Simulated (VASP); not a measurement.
## V: single point with PBE

Crystal: V.

```
V
1.0
     2.77257    0.00000    0.00000
    -1.38628    2.40111    0.00000
     0.00000    0.00000    8.38620
V
4
Direct
  0.33333 0.66667 0.38086
  0.66667 0.33333 0.88086
  0.66667 0.33333 0.61914
  0.33333 0.66667 0.11914
```

```yaml
Program: VASP 6.6.1
Task: single point
Functional: PBE
Potentials_or_basis: VASP PAW PBE potentials, release 64 (V_sv)
Cutoff: 520 eV
k_mesh: 18 × 18 × 6
Occupations: gaussian, width 0.1 eV
Spin: no spin polarisation
```

```
Pressure               : 0.5 GPa
Largest force          : 0.087 eV/Å
Band gap on the k mesh : zero (band 26 reaches 9.76 eV, above the bottom of band 27 at 9.63 eV)
```

Forces on the atoms (eV/Å):
```
V    0.000  0.000  0.087
V    0.000  0.000  0.087
V    0.000  0.000 -0.087
V    0.000  0.000 -0.087
```

Stress tensor (GPa, compression positive):
```
0.14 0.00 0.00
0.00 0.14 0.00
0.00 0.00 1.28
```

Levels at points of the mesh, in eV from the Fermi level:
| k point | band 23 | band 24 | band 25 | band 26 | band 27 | band 28 | band 29 | band 30 |
| --- | --- | --- | --- | --- | --- | --- | --- | --- |
| (0.00, 0.00, 0.00) | -0.31 | -0.31 | -0.28 | -0.28 | 0.33 | 0.33 | 0.54 | 0.54 |
| (0.50, 0.00, 0.00) | -1.38 | -1.18 | -0.69 | -0.66 | 1.06 | 1.07 | 1.11 | 1.27 |
| (0.00, 0.00, 0.50) | -0.10 | -0.10 | -0.10 | -0.10 | 0.07 | 0.07 | 0.07 | 0.07 |
| (0.50, 0.00, 0.50) | -1.11 | -1.11 | -0.22 | -0.22 | 0.39 | 0.39 | 1.83 | 1.83 |

Run time: 9.2 min on 1 thread of Oxide Virtual Turin-like Processor (shared host), peak memory 0.29 GiB.
